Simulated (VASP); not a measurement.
# Zr (Im-3m) in VASP: further runs, part 2 of 2

VASP 6.6.1. The steps go on from the part before.

**3. Single point, LDA (volume scaled by 0.99)**

File INCAR:

```
  PREC = Accurate
  ENCUT = 520
  EDIFF = 1E-7
  ISMEAR = -1
  SIGMA = 0.03
  LREAL = False
  LASPH = True
  NELM = 100
  ALGO = Normal
  ISIF = 2
  LWAVE = False
  LCHARG = False
  NBANDS = 12
```

File KPOINTS:

```
Automatic mesh
0
Gamma
  16 16 16
```

File POSCAR:

```
Zr
1.0
   -1.8039464431      1.8039464431      1.8039464431
    1.8039464431     -1.8039464431      1.8039464431
    1.8039464431      1.8039464431     -1.8039464431
Zr
1
Direct
    0.0000000000      0.0000000000      0.0000000000
```

Potentials or basis: VASP PAW LDA potentials, release 64 (Zr_sv).

The run is started by

```sh
cat potpaw_LDA.64/Zr_sv/POTCAR > POTCAR
mpirun -np 1 vasp_std > vasp.out
```

OUTCAR:

```text
PREC = Accurate
   ENCUT = 520
   EDIFF = 1E-7
   ISMEAR = -1
   LREAL = False
   LASPH = True
   NELM = 100
   ISIF = 2

 ion  position               nearest neighbor table
   1  0.000  0.000  0.000-

  LATTYP: Found a body centered cubic cell.
 ALAT       =     3.6078928862

  Lattice vectors:

 A1 = (  -1.8039464431,   1.8039464431,   1.8039464431)
 A2 = (   1.8039464431,  -1.8039464431,   1.8039464431)
 A3 = (   1.8039464431,   1.8039464431,  -1.8039464431)

[... 526 lines left out ...]
      2     -18.2273      2.00000
      3     -17.7861      2.00000
      4     -17.5595      2.00000
      5       6.2287      2.00000
      6       7.9184      2.00000
      7       8.4373      0.66813
      8      11.4554      0.00000
      9      12.5930      0.00000
     10      13.9827      0.00000
     11      19.3815      0.00000
     12      21.0348      0.00000

 [... further k-points ...]
[... 5 lines left out ...]
  --------------------------------------------------------------------------------------
  -------------------------------------------------------------------------------------
  Total       -1.2904378     -1.2904378     -1.2904378      0.0000000     -0.0000000     -0.0000000
  in kB      -88.0474407    -88.0474407    -88.0474407      0.0000000     -0.0000000     -0.0000000
  external PRESSURE =     -88.0474407 kB  Pullay stress =       0.0000000 kB

 VOLUME and BASIS-vectors are now :
 -----------------------------------------------------------------------------
  energy-cutoff  :      520.00
  volume of cell :       23.48
      direct lattice vectors                 reciprocal lattice vectors
    -1.803946443  1.803946443  1.803946443     0.000000000  0.277170091  0.277170091
     1.803946443 -1.803946443  1.803946443     0.277170091  0.000000000  0.277170091
     1.803946443  1.803946443 -1.803946443     0.277170091  0.277170091  0.000000000

 POSITION                                       TOTAL-FORCE (eV/Angst)
 -----------------------------------------------------------------------------------
      0.00000      0.00000      0.00000         0.000000      0.000000      0.000000
 -----------------------------------------------------------------------------------
    total drift:                                0.000000      0.000000     -0.000000

  FREE ENERGIE OF THE ION-ELECTRON SYSTEM (eV)
  ---------------------------------------------------
  free  energy   TOTEN  =        -9.1806559958 eV

  energy  without entropy=       -9.1744557630  energy(sigma->0) =       -9.17755588
```

OSZICAR:

```text
N       E                     dE             d eps       ncg     rms          rms(c)
DAV:   1     0.843297741588E+02    0.84330E+02   -0.68251E+03  3496   0.989E+02
DAV:   2    -0.654637233555E+01   -0.90876E+02   -0.88269E+02  4072   0.267E+02
DAV:   3    -0.948518583124E+01   -0.29388E+01   -0.28906E+01  5188   0.411E+01
DAV:   4    -0.954929947080E+01   -0.64114E-01   -0.64087E-01  3976   0.574E+00
DAV:   5    -0.955087774949E+01   -0.15783E-02   -0.15783E-02  5020   0.677E-01    0.101E+01
DAV:   6    -0.923753168319E+01    0.31335E+00   -0.39430E-01  3784   0.555E+00    0.394E+00
DAV:   7    -0.917962659393E+01    0.57905E-01   -0.17818E-01  4288   0.345E+00    0.625E-01
DAV:   8    -0.918065060877E+01   -0.10240E-02   -0.95343E-03  4092   0.111E+00    0.101E-01
DAV:   9    -0.918066219253E+01   -0.11584E-04   -0.30883E-04  4480   0.166E-01    0.187E-02
DAV:  10    -0.918065597541E+01    0.62171E-05   -0.19382E-05  4020   0.443E-02    0.109E-02
DAV:  11    -0.918065601912E+01   -0.43708E-07   -0.13570E-06  4044   0.112E-02    0.123E-03
DAV:  12    -0.918065599578E+01    0.23340E-07   -0.55478E-08  2776   0.233E-03
   1 F= -.91806560E+01 E0= -.91775559E+01  d E =-.620023E-02
```

Wall time 35 s (1 thread of Intel Xeon Platinum 8259CL at 2.50GHz (Skylake/Cascade Lake), shared host); peak memory 0.15 GiB.

Results:

- Free energy: -9.1807 eV
- Pressure: -8.8 GPa
- Band gap on the k mesh: zero (band 6 reaches 9.49 eV, above the bottom of band 7 at 7.69 eV)

**4. Single point, LDA (volume scaled by 1.02)**

File INCAR:

```
SYSTEM = Zr
PREC = Accurate
ENCUT = 520
EDIFF = 1E-7
ISMEAR = -1
SIGMA = 0.03
LREAL = .FALSE.
LASPH = .TRUE.
NELM = 80
ALGO = Normal
ISIF = 2
LWAVE = .FALSE.
LCHARG = .FALSE.
GGA = CA
NBANDS = 12
```

File KPOINTS:

```
regular mesh
0
G
  16 16 16
  0 0 0
```

File POSCAR:

```
Zr
1.0
   -1.8219871043      1.8219871043      1.8219871043
    1.8219871043     -1.8219871043      1.8219871043
    1.8219871043      1.8219871043     -1.8219871043
Zr
1
Direct
    0.0000000000      0.0000000000      0.0000000000
```

The run is started by

```sh
cat potpaw_LDA.64/Zr_sv/POTCAR > POTCAR
mpirun -np 1 vasp_std > vasp.out
```

Wall time 29 s (1 thread of Intel Xeon Platinum 8259CL at 2.50GHz (Skylake/Cascade Lake), shared host); peak memory 0.16 GiB.

It converged, with:

```
Free energy            : -9.1374 eV
Pressure               : -10.8 GPa
Band gap on the k mesh : zero (band 6 reaches 9.15 eV, above the bottom of band 7 at 7.40 eV)
```

Levels at points of the mesh, in eV from the Fermi level:
```tsv
k point	band 3	band 4	band 5	band 6	band 7	band 8	band 9	band 10
(0.00, 0.00, 0.00)	-26.00	-26.00	-5.28	1.05	1.05	1.05	3.44	3.44
(0.50, 0.00, 0.00)	-26.28	-26.01	-2.68	-0.64	1.52	3.40	4.04	6.01
(0.50, 0.50, 0.50)	-26.60	-26.60	-2.38	-2.38	5.37	5.37	5.37	7.13
```

**5. Single point, LDA (volume scaled by 1.06)**

File INCAR:

```
SYSTEM = Zr
  ALGO = Normal
  EDIFF = 1E-6
  ENCUT = 520
  ISIF = 2
  ISMEAR = -1
  LASPH = .True.
  LCHARG = .False.
  LREAL = .False.
  LWAVE = .False.
  NBANDS = 12
  NELM = 80
  PREC = Accurate
  SIGMA = 0.03
```

File KPOINTS:

```
k-points
0
Gamma
  16 16 16
  0 0 0
```

File POSCAR:

```
Zr
1.0
   -1.8454992086      1.8454992086      1.8454992086
    1.8454992086     -1.8454992086      1.8454992086
    1.8454992086      1.8454992086     -1.8454992086
Zr
1
Direct
    0.0000000000      0.0000000000      0.0000000000
```

The run is started by

```sh
cat potpaw_LDA.64/Zr_sv/POTCAR > POTCAR
mpirun -np 1 vasp_std > vasp.out
```

Run time: 33 s. Hardware: 1 thread of Intel Xeon Platinum 8259CL at 2.50GHz (Skylake/Cascade Lake), shared host; peak memory 0.16 GiB.

Results (log left out):

```
Free energy            : -9.0673 eV
Pressure               : -13.0 GPa
Band gap on the k mesh : zero (band 6 reaches 8.72 eV, above the bottom of band 7 at 7.03 eV)
```

Levels at points of the mesh, in eV from the Fermi level:
| k point | band 3 | band 4 | band 5 | band 6 | band 7 | band 8 | band 9 | band 10 |
| --- | --- | --- | --- | --- | --- | --- | --- | --- |
| (0.00, 0.00, 0.00) | -26.13 | -26.13 | -5.22 | 1.02 | 1.02 | 1.02 | 3.31 | 3.31 |
| (0.50, 0.00, 0.00) | -26.38 | -26.14 | -2.59 | -0.58 | 1.38 | 3.25 | 3.87 | 5.72 |
| (0.50, 0.50, 0.50) | -26.67 | -26.67 | -2.24 | -2.24 | 5.13 | 5.13 | 5.13 | 6.85 |

**6. Single point, LDA (volume scaled by 0.94)**

File INCAR:

```
PREC = Accurate
ENCUT = 520
EDIFF = 1E-6
ISMEAR = -1
SIGMA = 0.03
LREAL = F
LASPH = T
NELM = 60
ALGO = Normal
ISIF = 2
LWAVE = F
LCHARG = F
NBANDS = 12
```

File KPOINTS:

```
Automatic mesh
0
Gamma
  16 16 16
```

File POSCAR:

```
Zr
1.0
   -1.7730508568      1.7730508568      1.7730508568
    1.7730508568     -1.7730508568      1.7730508568
    1.7730508568      1.7730508568     -1.7730508568
Zr
1
Direct
    0.0000000000      0.0000000000      0.0000000000
```

Potentials or basis: VASP PAW LDA potentials, release 64 (Zr_sv).

The run is started by

```sh
cat potpaw_LDA.64/Zr_sv/POTCAR > POTCAR
mpirun -np 1 vasp_std > vasp.out
```

Wall time 12 s (1 thread of Intel Xeon Platinum 8488C (Sapphire Rapids), shared host); peak memory 0.15 GiB.

Results (log left out):

| Quantity | Value |
| --- | --- |
| Free energy | -9.2314 eV |
| Pressure | -4.9 GPa |
| Band gap on the k mesh | zero (band 6 reaches 10.10 eV, above the bottom of band 7 at 8.22 eV) |

Levels at points of the mesh, in eV from the Fermi level:
```tsv
k point	band 4	band 5	band 6	band 7	band 8	band 9
(0.00, 0.00, 0.00)	-25.70	-5.40	1.11	1.11	1.11	3.72
(0.50, 0.00, 0.00)	-25.72	-2.90	-0.76	1.87	3.72	4.43
(0.50, 0.50, 0.50)	-26.47	-2.70	-2.70	5.92	5.92	5.92
```

**7. Summary**

| cell | gap on the mesh (eV) | pressure (GPa) |
| --- | --- | --- |
| a = 3.093 Å, angles 109.5°, 1 atom | none | -6.6 |
| a = 3.125 Å, angles 109.5°, 1 atom | none | -8.8 |
| a = 3.156 Å, angles 109.5°, 1 atom | none | -10.8 |
| a = 3.196 Å, angles 109.5°, 1 atom | none | -13.0 |
| a = 3.071 Å, angles 109.5°, 1 atom | none | -4.9 |

Alike in all rows: task single point; level LDA; potentials or basis VASP PAW LDA potentials, release 64 (Zr_sv); no spin polarisation; k mesh 16 × 16 × 16; cutoff (eV) 520; smearing fermi-dirac 0.03 eV.

Total energies depend on the potentials used, so only differences within one code and one set of settings carry meaning.
